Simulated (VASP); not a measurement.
Crystal: CsPbBr3.

```
CELL_PARAMETERS angstrom
5.87000 0.00000 0.00000
0.00000 5.87000 0.00000
0.00000 0.00000 5.87000
ATOMIC_POSITIONS crystal
Pb 0.50000 0.50000 0.50000
Cs 0.00000 0.00000 0.00000
Br 0.50000 0.50000 0.00000
Br 0.50000 0.00000 0.50000
Br 0.00000 0.50000 0.50000
```

Base run:

| Quantity | Value |
| --- | --- |
| Program | VASP 6.6.1 |
| Functional | PBE |
| Potentials or basis | VASP PAW PBE potentials, release 64 (Pb_d, Cs_sv, Br) |
| Cutoff | 520 eV |
| k mesh | 5 × 5 × 5 |
| Occupations | fermi-dirac, width 0.05 eV |
| Spin | no spin polarisation |

Its results: band gap on the k mesh 2.65 eV, direct; pressure 1.4 GPa.

Problem. The run is repeated on the same cell with these changes: functional from PBE to r2SCAN. What comes out?

Solution. Band gap on the k mesh 2.99 eV, direct; pressure 0.7 GPa.

r2SCAN gives the wider gap, since meta-GGAs in the generalised Kohn-Sham scheme recover part of the derivative discontinuity.

Caveats: spin-orbit coupling is left out, which moves the levels of the heavy elements; the PAW data sets were made with another functional, which shifts forces and pressure a little (some runs).

A k mesh can miss the band edges.
